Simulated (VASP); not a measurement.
# Rh (Im-3m) in VASP: further runs, part 2 of 2

VASP 6.6.1.

## 3. Single point, LDA

This run uses another cell than the first one, of 13.16 Å³/atom.

Input file INCAR:

```
  ALGO = Normal
  EDIFF = 1E-6
  ENCUT = 620
  GGA_COMPAT = F
  ISIF = 2
  ISMEAR = 0
  LASPH = T
  LCHARG = F
  LREAL = F
  LWAVE = F
  NBANDS = 14
  NELM = 120
  PREC = Accurate
  SIGMA = 0.1
```

Input file KPOINTS:

```
k-points
0
Gamma
  12 12 12
```

Input file POSCAR:

```
Rh
1.0
   -1.4874777095      1.4874777095      1.4874777095
    1.4874777095     -1.4874777095      1.4874777095
    1.4874777095      1.4874777095     -1.4874777095
Rh
1
Direct
    0.0000000000      0.0000000000      0.0000000000
```

Potentials or basis: VASP PAW LDA potentials, release 64 (Rh_sv_GW).

Run with:

```sh
$ cat potpaw_LDA.64/Rh_sv_GW/POTCAR > POTCAR
$ mpirun -np 1 vasp_std > vasp.out
```

OUTCAR:

```text
EDIFF = 1E-6
   ENCUT = 620
   ISIF = 2
   ISMEAR = 0
   LASPH = T
   LREAL = F
   NELM = 120
   PREC = Accurate

 ion  position               nearest neighbor table
   1  0.000  0.000  0.000-

  LATTYP: Found a body centered cubic cell.
 ALAT       =     2.9749554190

  Lattice vectors:

 A1 = (  -1.4874777095,   1.4874777095,   1.4874777095)
 A2 = (   1.4874777095,  -1.4874777095,   1.4874777095)
 A3 = (   1.4874777095,   1.4874777095,  -1.4874777095)

Analysis of symmetry for initial positions (statically):
=====================================================================
 Subroutine PRICEL returns:
 Original cell was already a primitive cell.

 Routine SETGRP: Setting up the symmetry group for a
 body centered cubic supercell.

 Subroutine GETGRP returns: Found 48 space group operations
 (whereof 48 operations were pure point group operations)
 out of a pool of 48 trial point group operations.

The static configuration has the point symmetry O_h .

Analysis of symmetry for dynamics (positions and initial velocities):
=====================================================================
 Subroutine PRICEL returns:
 Original cell was already a primitive cell.

 Routine SETGRP: Setting up the symmetry group for a
 body centered cubic supercell.

 Subroutine GETGRP returns: Found 48 space group operations
 (whereof 48 operations were pure point group operations)
 out of a pool of 48 trial point group operations.

The dynamic configuration has the point symmetry O_h .

 Subroutine INISYM returns: Found 48 space group operations
 (whereof 48 operations are pure point group operations),
 and found     1 'primitive' translations

----------------------------------------------------------------------------------------

                                     Primitive cell

  volume of cell :      13.1647

  direct lattice vectors                    reciprocal lattice vectors
    -1.487477710  1.487477710  1.487477710     0.000000000  0.336139491  0.336139491
     1.487477710 -1.487477710  1.487477710     0.336139491  0.000000000  0.336139491
     1.487477710  1.487477710 -1.487477710     0.336139491  0.336139491  0.000000000

  length of vectors
     2.576386968  2.576386968  2.576386968     0.475373027  0.475373027  0.475373027

  position of ions in fractional coordinates (direct lattice)
     0.000000000  0.000000000  0.000000000

  ion indices of the primitive-cell ions
   primitive index   ion index
                 1           1

----------------------------------------------------------------------------------------

 KPOINTS: k-points

Automatic generation of k-mesh.
 Grid dimensions read from file:
 generate k-points for:   12   12   12

 Generating k-lattice:

  Cartesian coordinates                     Fractional coordinates (reciprocal lattice)
     0.000000000  0.028011624  0.028011624     0.083333333  0.000000000  0.000000000
     0.028011624  0.000000000  0.028011624     0.000000000  0.083333333  0.000000000
     0.028011624  0.028011624  0.000000000     0.000000000  0.000000000  0.083333333

  Length of vectors
     0.039614419  0.039614419  0.039614419

  Shift w.r.t. Gamma in fractional coordinates (k-lattice)
     0.000000000  0.000000000  0.000000000

 Subroutine IBZKPT returns following result:
 ===========================================

 Found     72 irreducible k-points:

 Following reciprocal coordinates:
            Coordinates               Weight
  0.000000  0.000000  0.000000      1.000000
  0.083333  0.000000  0.000000     12.000000
  0.166667  0.000000  0.000000     12.000000
  0.250000  0.000000  0.000000     12.000000
  0.333333  0.000000  0.000000     12.000000
  0.416667  0.000000  0.000000     12.000000
[... 16 lines left out ...]
  0.333333  0.083333  0.083333     24.000000
  0.416667  0.083333  0.083333     12.000000
 [... further k-points ...]
   k-points           NKPTS =     72   k-points in BZ     NKDIM =     72   number of bands    NBANDS=     14
   number of dos      NEDOS =    301   number of ions     NIONS =      1
   total plane-waves  NPLWV =  13824
   dimension x,y,z NGX =    24 NGY =   24 NGZ =   24
   dimension x,y,z NGXF=    48 NGYF=   48 NGZF=   48
   ions per type =               1
   NGX,Y,Z   is equivalent  to a cutoff of  15.49, 15.49, 15.49 a.u.
   NGXF,Y,Z  is equivalent  to a cutoff of  30.97, 30.97, 30.97 a.u.
 SYSTEM =  unknown system
   PREC   = accura    normal or accurate (medium, high low for compatibility)
   ISTART =      0    job   : 0-new  1-cont  2-samecut
   ICHARG =      2    charge: 1-file 2-atom 10-const
   ISPIN  =      1    spin polarized calculation?
   LNONCOLLINEAR =      F non collinear calculations
   LSORBIT =      F    spin-orbit coupling
   LASPH  =      T    aspherical Exc in radial PAW
   ENCUT  =  620.0 eV  45.57 Ry    6.75 a.u.   5.23  5.23  5.23*2*pi/ulx,y,z
   NELM   =    120;   NELMIN=  2; NELMDL= -5     # of ELM steps
   EDIFF  = 0.1E-05   stopping-criterion for ELM
   LREAL  =      F    real-space projection
   EDIFFG = 0.1E-04   stopping-criterion for IOM
   NSW    =      0    number of steps for IOM
   IBRION =     -1    ionic relax: 0-MD 1-quasi-New 2-CG
   NFREE  =      0    steps in history (QN), initial steepest desc. (CG)
   ISIF   =      2    stress and relaxation
   ISYM   =      2    0-nonsym 1-usesym 2-fastsym
   POTIM  = 0.5000    time-step for ionic-motion
   TEBEG  =    0.0;   TEEND  =   0.0 temperature during run
   PSTRESS=    0.0 pullay stress
   NELECT =      17.0000    total number of electrons
   NUPDOWN=      -1.0000    fix difference up-down
   EMIN   =  10.00;   EMAX   =-10.00  energy-range for DOS
   EFERMI =   0.00;   METHOD = LEGACY
   ISMEAR =     0;   SIGMA  =   0.10  broadening in eV -4-tet -1-fermi 0-gaus
   EFERMI_NEDOS =   21; number of points for ismear=-14 and -15
   IALGO  =     38    algorithm
   IMIX   =      4    mixing-type and parameters
     AMIX     =   0.40;   BMIX     =  1.00
     AMIX_MAG =   1.60;   BMIX_MAG =  1.00
  volume/ion in A,a.u.               =      13.16        88.84
  Fermi-wavevector in a.u.,A,eV,Ry     =   1.782737  3.368885 43.241385  3.178152
  Thomas-Fermi vector in A             =   2.847066
   LORBIT       =      0    0 simple, 1 ext, 2 COOP (PROOUT), +10 PAW based schemes
   GGA     = CA    functional components
   LHFCALC =     F    Hartree Fock is set to
   AEXX    =    0.0000 exact exchange contribution
   IVDW    =     0    specifies the selected vdW correction
   LEPSILON=     F    determine dielectric tensor
   LRPA    =     F    only Hartree local field effects (RPA)
 non-spin polarized calculation
 Gauss-broadening in eV      SIGMA  =   0.10
  energy-cutoff  :      620.00
  volume of cell :       13.16
 maximum number of plane-waves:       474
 NGX is ok and might be reduce to    24
   NGX = 11   NGY = 11   NGZ = 11

 number of electron      16.9999998 magnetization

 Free energy of the ion-electron system (eV)
  ---------------------------------------------------
  ext. energy  EPLUGINS =         0.00000000
  ---------------------------------------------------
  free energy    TOTEN  =        -7.41343856 eV

  energy without entropy =       -7.40130935  energy(sigma->0) =       -7.40737395

 E-fermi :  11.1945     XC(G=0): -14.6877

 val. band max:       11.1783297256   @ k =   0.2500   0.1667   0.0000
 cond. band min:      11.2123968940   @ k =   0.3333   0.0833  -0.0000
 fundamental gap:      0.0340671684
 Fermi energy:        11.1945156260

 k-point     1 :       0.0000    0.0000    0.0000
  band No.  band energies     occupation
      1     -67.0531      2.00000
      2     -34.6887      2.00000
      3     -34.6887      2.00000
      4     -34.6887      2.00000
      5       3.0184      2.00000
      6       7.9641      2.00000
      7       7.9641      2.00000
      8       7.9641      2.00000
      9      10.6844      2.00000
     10      10.6844      2.00000
     11      29.4000      0.00000
     12      29.4000      0.00000
     13      29.4000      0.00000
     14      40.5378      0.00000
[... 375 lines left out ...]
 k-point    24 :       0.4167    0.0833    0.0833
  band No.  band energies     occupation
      1     -66.8975      2.00000
      2     -35.5138      2.00000
      3     -35.0199      2.00000
      4     -34.7483      2.00000
      5       5.2977      2.00000
      6       6.3020      2.00000
      7      10.2054      2.00000
      8      10.7448      2.00000
      9      11.1081      1.77829
     10      15.6674      0.00000
     11      20.9596      0.00000
     12      25.7215      0.00000
     13      27.9957      0.00000
     14      37.0352      0.00000

 [... further k-points ...]

------------------------ aborting loop because EDIFF is reached ----------------------------------------

  FORCE on cell =-STRESS in cart. coord.  units (eV):
  Direction    XX          YY          ZZ          XY          YZ          ZX
  --------------------------------------------------------------------------------------
  -------------------------------------------------------------------------------------
  Total        0.8545050      0.8545050      0.8545050      0.0000000      0.0000000     -0.0000000
  in kB      103.9953255    103.9953255    103.9953255      0.0000000      0.0000000     -0.0000000
  external PRESSURE =     103.9953255 kB  Pullay stress =       0.0000000 kB

 VOLUME and BASIS-vectors are now :
 -----------------------------------------------------------------------------
  energy-cutoff  :      620.00
  volume of cell :       13.16
      direct lattice vectors                 reciprocal lattice vectors
    -1.487477710  1.487477710  1.487477710     0.000000000  0.336139491  0.336139491
     1.487477710 -1.487477710  1.487477710     0.336139491  0.000000000  0.336139491
     1.487477710  1.487477710 -1.487477710     0.336139491  0.336139491  0.000000000

 POSITION                                       TOTAL-FORCE (eV/Angst)
 -----------------------------------------------------------------------------------
      0.00000      0.00000      0.00000        -0.000000     -0.000000     -0.000000
 -----------------------------------------------------------------------------------
    total drift:                               -0.000000      0.000000      0.000000

  FREE ENERGIE OF THE ION-ELECTRON SYSTEM (eV)
  ---------------------------------------------------
  free  energy   TOTEN  =        -7.4134385592 eV

  energy  without entropy=       -7.4013093497  energy(sigma->0) =       -7.40737395
```

OSZICAR:

```text
N       E                     dE             d eps       ncg     rms          rms(c)
DAV:   1     0.279547680044E+03    0.27955E+03   -0.10897E+04  2070   0.170E+03
DAV:   2     0.668780179264E+01   -0.27286E+03   -0.24887E+03  2022   0.663E+02
DAV:   3    -0.808428617954E+01   -0.14772E+02   -0.14090E+02  2984   0.156E+02
DAV:   4    -0.843886155964E+01   -0.35458E+00   -0.35437E+00  2354   0.270E+01
DAV:   5    -0.846418979021E+01   -0.25328E-01   -0.25326E-01  3386   0.674E+00    0.593E+01
DAV:   6    -0.746423911294E+01    0.99995E+00   -0.18924E+00  3180   0.318E+01    0.250E+01
DAV:   7    -0.741887474762E+01    0.45364E-01   -0.59071E-02  3300   0.328E+00    0.836E+00
DAV:   8    -0.741356185663E+01    0.53129E-02   -0.13258E-02  2412   0.310E+00    0.164E-01
DAV:   9    -0.741344742115E+01    0.11444E-03   -0.38331E-04  3186   0.445E-01    0.584E-02
DAV:  10    -0.741343852219E+01    0.88990E-05   -0.14459E-05  2850   0.612E-02    0.283E-02
DAV:  11    -0.741343855918E+01   -0.36994E-07   -0.48609E-07  1686   0.160E-02
   1 F= -.74134386E+01 E0= -.74073740E+01  d E =-.121292E-01
```

It took 9.9 s on 1 thread of AMD EPYC 9R45 (Zen 5), shared host; peak memory 0.12 GiB.

What came out:

```
Free energy            : -7.4134 eV
Pressure               : 10.4 GPa
Band gap on the k mesh : zero (an odd number of electrons rules out a gap without spin polarisation)
```

Caveat: the cell stands under pressure.

The gap in the log of VASP goes by the Fermi energy; the results here count the filled bands.